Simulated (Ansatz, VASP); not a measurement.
Be: VASP beside Ansatz

```xyz
3
Lattice="4.8446 0.0000 0.0000 -2.4223 4.1955 0.0000 0.0000 0.0000 2.6566" Properties=species:S:1:pos:R:3 pbc="T T T"
Be   -1.6470    2.8527    0.0000
Be    0.7753    1.3428    0.0000
Be    3.2940    0.0000    0.0000
```

Alike in both runs: task single point; functional PBE; k mesh 6 × 6 × 6; occupations gaussian, width 0.1 eV; no spin polarisation.

|  | VASP | Ansatz |
| --- | --- | --- |
| version | VASP 6.6.1 | Ansatz 0.2.0 |
| potentials or method | VASP PAW PBE potentials, release 64 (Be), cutoff 520 eV | scalar-relativistic, plane waves, PAW |
| valence electrons in the cell | 6 | 6 |

```csv
,VASP,Ansatz,Ansatz less VASP
gap on the k mesh at the Fermi level (eV),none,none,-
pressure (GPa),-18.7,-18.7,0.00
"traceless stress, the component that is largest in VASP (GPa)",7.72,7.72,+0.001
rms of the force components (eV/Å),0.045,0.045,+0.0003
```

Atom by atom the forces differ by 0.000 eV/Å (rms over components). A gap of «none» marks a metal or a gap that the smearing closes. The functional is the same, so the differences come from potentials, cutoffs and numerics.

The k mesh is coarse, so the values compare programs but aren't converged.
